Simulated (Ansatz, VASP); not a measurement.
# Two plane-wave programs on ScAl3N4

```
CELL_PARAMETERS angstrom
6.49241 0.00000 0.00000
-3.24621 5.61644 -0.00420
0.00000 -0.00751 10.12597
ATOMIC_POSITIONS crystal
Al 0.16738 0.33565 0.99923
Al 0.15949 0.33790 0.50132
Al 0.16097 0.82194 0.50234
Al 0.66828 0.33565 0.99923
Al 0.67841 0.33790 0.50132
Al 0.66457 0.82915 0.99901
Al 0.32722 0.66352 0.24968
Al 0.33272 0.66265 0.75050
Al 0.83744 0.17488 0.24527
Al 0.83482 0.16965 0.75307
Al 0.83630 0.66352 0.24968
Al 0.82993 0.66265 0.75050
Sc 0.16370 0.82740 0.99431
Sc 0.66748 0.83497 0.49333
Sc 0.33577 0.17153 0.25116
Sc 0.33568 0.17136 0.73808
N 0.15870 0.34416 0.18741
N 0.15266 0.34373 0.68890
N 0.15995 0.81989 0.19879
N 0.15523 0.81046 0.69454
N 0.68546 0.34416 0.18741
N 0.69107 0.34373 0.68890
N 0.66656 0.83312 0.19537
N 0.66757 0.83514 0.70016
N 0.33326 0.16653 0.46393
N 0.34190 0.18380 0.94889
N 0.31463 0.65629 0.43849
N 0.34369 0.65529 0.93838
N 0.84316 0.18631 0.43417
N 0.83273 0.16546 0.94377
N 0.84165 0.65629 0.43849
N 0.81160 0.65529 0.93838
```

Alike in both runs: functional PBE; k mesh 3 × 3 × 2; no spin polarisation.

Ansatz relaxed the structure, and its values are those at the end. VASP's run is a single point on that final structure, the one shown.

|  | VASP | Ansatz |
| --- | --- | --- |
| version | VASP 6.6.1 | Ansatz 0.2.0 |
| potentials or method | VASP PAW PBE potentials, release 64 (Al, Sc_sv, N), cutoff 520 eV | scalar-relativistic, plane waves, PAW |
| occupations | gaussian, width 0.01 eV | fixed |
| valence electrons in the cell | 160 | 160 |

```csv
,VASP,Ansatz,Ansatz less VASP
gap on the k mesh at the Fermi level (eV),3.69,3.69,-0.007
least direct gap on the mesh (eV),3.70,3.69,-0.008
pressure (GPa),0.1,0.0,-0.09
rms of the force components (eV/Å),0.024,0.001,-0.0236
```
